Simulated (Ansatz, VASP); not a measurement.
**One calculation of ZrS, two programs**

File INCAR:

```
SYSTEM = ZrS
PREC = Accurate ; ENCUT = 520
EDIFF = 1E-6 ; ISMEAR = 0
SIGMA = 0.15 ; LREAL = .FALSE.
LASPH = .TRUE. ; NELM = 100
ALGO = Normal ; ISIF = 2
LWAVE = .FALSE. ; LCHARG = .FALSE.
GGA = PS ; NBANDS = 16
```

KPOINTS

```
regular mesh
0
G
  16 16 16
  0 0 0
```

File POSCAR:

```
ZrS
1.0
    0.3346441589      2.8495050728      2.8495050728
    2.8495050728      0.3346441589      2.8495050728
    2.8495050728      2.8495050728      0.3346441589
Zr S
1 1
Direct
    0.0000000000      0.0000000000      0.0000000000
    0.5000000000      0.5000000000      0.5000000000
```

Input for Ansatz:

```yaml
crystal:
  lattice:
    - [0.3346441589, 2.8495050728, 2.8495050728]
    - [2.8495050728, 0.3346441589, 2.8495050728]
    - [2.8495050728, 2.8495050728, 0.3346441589]
  atoms:
    - { symbol: Zr, position: [0.0, 0.0, 0.0] }
    - { symbol: S, position: [0.5, 0.5, 0.5] }
basis:
  ecutwfc: 420
kpoints:
  mp_grid: { grid: [16, 16, 16] }
hamiltonian:
  xc: pbesol
  pseudopotentials: { kind: paw, azcp: { folder: soft_1 } }
scf:
  occupations: { method: gaussian, width: 0.15 }
output:
  forces: true
  stress: true
  eigenvalues: true
  write_density: true
  write_potential: true
  elf: true
  volumetric_format: npy
```

Alike in both runs: task single point; functional PBEsol; k mesh 16 × 16 × 16; occupations gaussian, width 0.15 eV; no spin polarisation.

|  | VASP | Ansatz |
| --- | --- | --- |
| version | VASP 6.6.1 | Ansatz 0.2.0 |
| potentials or method | VASP PAW PBE potentials, release 64 (Zr_sv, S), cutoff 520 eV | scalar-relativistic, plane waves, PAW |
| valence electrons in the cell | 18 | 18 |

|  | VASP | Ansatz | Ansatz less VASP |
| --- | --- | --- | --- |
| gap on the k mesh at the Fermi level (eV) | none | none | - |
| pressure (GPa) | -11.2 | -11.3 | -0.12 |
| traceless stress, the component that is largest in VASP (GPa) | -1.38 | -1.43 | -0.049 |

VASP's potentials were made for PBE, not for PBEsol, and Ansatz warns of the same on its side. A gap of «none» marks a metal or a gap that the smearing closes. With one functional, cell and mesh, what is left measures potentials, basis and numerics.
